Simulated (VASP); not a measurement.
# IrF: single point with PBE

Crystal: IrF.

```
Ir F
1.0
     2.86420    0.00000    0.00000
     0.00000    2.86420    0.00000
     0.00000    0.00000    7.10412
Ir F
2 2
Direct
  0.00000 0.50000 0.39277
  0.50000 0.00000 0.60723
  0.00000 0.50000 0.80676
  0.50000 0.00000 0.19324
```

```yaml
Program: VASP 6.6.1
Task: single point
Functional: PBE
Potentials_or_basis: VASP PAW PBE potentials, release 64 (Ir, F)
Cutoff: 520 eV
k_mesh: 6 × 6 × 4
Occupations: gaussian, width 0.1 eV
Spin: collinear spin, ferromagnetic start
Starting_moments: "[1.0, 1.0, 0.0, 0.0] μB"
Dipole_correction: no
Further_INCAR_settings: ALGO = Normal; EDIFF = 1e-07; NBANDS = 28
```

- Pressure: 0.3 GPa
- Largest force: 0.105 eV/Å
- Band gap on the k mesh: zero (filled and empty bands overlap)
- Net moment: 0.00 μB per cell
- Valence electrons inside the program's atomic spheres: Ir 8.10; F 5.99

Forces in eV/Å, atoms in the order of the input:
```
Ir   0.000  0.000 -0.105
Ir   0.000  0.000  0.105
F    0.000  0.000 -0.005
F    0.000  0.000  0.005
```

Stress tensor (GPa, compression positive):
```
0.34 0.00 0.00
0.00 0.34 0.00
0.00 0.00 0.18
```

Levels at points of the mesh, in eV from the Fermi level:
Spin up:
```
           k point  band 12  band 13  band 14  band 15  band 16  band 17  band 18  band 19  band 20  band 21
(0.00, 0.00, 0.00)    -3.22    -2.73    -2.73    -2.59    -0.94     0.24     0.32     0.32     2.46     5.92
(0.50, 0.00, 0.00)    -3.04    -2.97    -2.97    -0.70    -0.70     0.43     0.43     2.75     2.75     7.38
(0.50, 0.50, 0.00)    -2.82    -0.48    -0.48     0.22     0.22     0.31     0.31     5.16     5.16     7.13
(0.00, 0.00, 0.50)    -3.01    -2.70    -2.70    -2.59    -0.92     0.24     0.31     0.31     1.81     7.20
(0.50, 0.00, 0.50)    -3.03    -2.96    -2.96    -0.73    -0.73     0.42     0.42     2.69     2.69     7.26
(0.50, 0.50, 0.50)    -2.75    -0.52    -0.52     0.18     0.18     0.31     0.31     5.19     5.19     7.08
```
Spin down:
```
           k point  band 12  band 13  band 14  band 15  band 16  band 17  band 18  band 19  band 20  band 21
(0.00, 0.00, 0.00)    -3.22    -2.73    -2.73    -2.59    -0.94     0.24     0.32     0.32     2.46     5.92
(0.50, 0.00, 0.00)    -3.04    -2.97    -2.97    -0.70    -0.70     0.43     0.43     2.75     2.75     7.38
(0.50, 0.50, 0.00)    -2.82    -0.48    -0.48     0.22     0.22     0.31     0.31     5.16     5.16     7.13
(0.00, 0.00, 0.50)    -3.01    -2.70    -2.70    -2.59    -0.92     0.24     0.31     0.31     1.81     7.20
(0.50, 0.00, 0.50)    -3.03    -2.96    -2.96    -0.73    -0.73     0.42     0.42     2.69     2.69     7.26
(0.50, 0.50, 0.50)    -2.75    -0.52    -0.52     0.18     0.18     0.31     0.31     5.19     5.19     7.08
```

It took 95 s on 1 thread of Intel Xeon 6975P-C (shared host), peak memory 0.24 GiB.

Caveat: the k points lie up to 0.37 Å⁻¹ apart; spin-orbit coupling is left out, which moves the levels of the heavy elements.
